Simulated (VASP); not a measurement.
Set up this calculation in VASP 6.6.1, as the native input.

```
Task                   : relaxation of cell and atoms
Functional             : PBE
Potentials or basis    : VASP PAW PBE potentials, release 64 (Cd_sv_GW, F)
Cutoff                 : 600 eV
k mesh                 : 8 × 8 × 8
Occupations            : gaussian, width 0.02 eV
Spin                   : no spin polarisation
Target pressure        : 60 GPa
Dipole correction      : no
Second run             : valence_matched
Further INCAR settings : ALGO = Normal; EDIFF = 1e-07; IBRION = 2; EDIFFG = -0.008; NSW = 70; ISIF = 3
```

The structure of CdF2 lies in POSCAR:

```
CdF2
1.0
    0.0000000000      2.4974323743      2.4974323743
    2.4974323743      0.0000000000      2.4974323743
    2.4974323743      2.4974323743      0.0000000000
Cd F
1 2
Direct
    0.0000000000      0.0000000000      0.0000000000
    0.2500000000      0.2500000000      0.2500000000
    0.7500000000      0.7500000000      0.7500000000
```

One way to write it, as run:

INCAR

```
SYSTEM = CdF2
PREC     = Accurate       ! precision mode
ENCUT    = 600            ! plane-wave cutoff, eV
EDIFF    = 1E-7           ! SCF threshold, eV
ISMEAR   = 0              ! smearing method
SIGMA    = 0.02           ! smearing width, eV
LREAL    = .FALSE.        ! projectors in reciprocal space
LASPH    = .TRUE.         ! aspherical terms in the spheres
NELM     = 120            ! most SCF steps
ALGO     = Normal         ! electronic algorithm
ISIF     = 3              ! what is computed and relaxed
LWAVE    = .FALSE.        ! write WAVECAR
LCHARG   = .FALSE.        ! write CHGCAR
GGA      = PE             ! functional
IBRION   = 2              ! ionic algorithm
NSW      = 70             ! ionic steps
EDIFFG   = -0.008         ! ionic threshold
PSTRESS  = 600.0        
GGA_COMPAT= .FALSE.      
NELMIN   = 4
```

KPOINTS

```
Automatic mesh
0
G
  8 8 8
  0 0 0
```

Potentials or basis: VASP PAW PBE potentials, release 64 (Cd_sv_GW, F).

Launch:

```bash
$ cat potpaw_PBE.64/Cd_sv_GW/POTCAR potpaw_PBE.64/F/POTCAR > POTCAR
$ mpirun -np 1 vasp_std > vasp.out
```

Results of the run:

```
Relaxed volume                                         : 10.08 Å³/atom
Relaxed cell                                           : a = 3.497 Å, b = 3.497 Å, c = 3.497 Å, α = 60.00°, β = 60.00°, γ = 60.00°
Space group after relaxing (to 0.05 Å)                 : Fm-3m (No. 225)
Energy change on relaxing (the enthalpy is what falls) : +105.2 meV/atom
Ionic steps                                            : 4
Pressure after relaxing                                : 60.0 GPa
Band gap on the k mesh                                 : 4.04 eV, indirect (least direct gap 4.11 eV)
```

Caveat: the cell is relaxed towards a set pressure, so the enthalpy falls and the energy may rise.

Run time: 77 s on 1 thread of AMD EPYC 7R43 64-Core Processor (Zen 3) (shared host), peak memory 0.15 GiB.
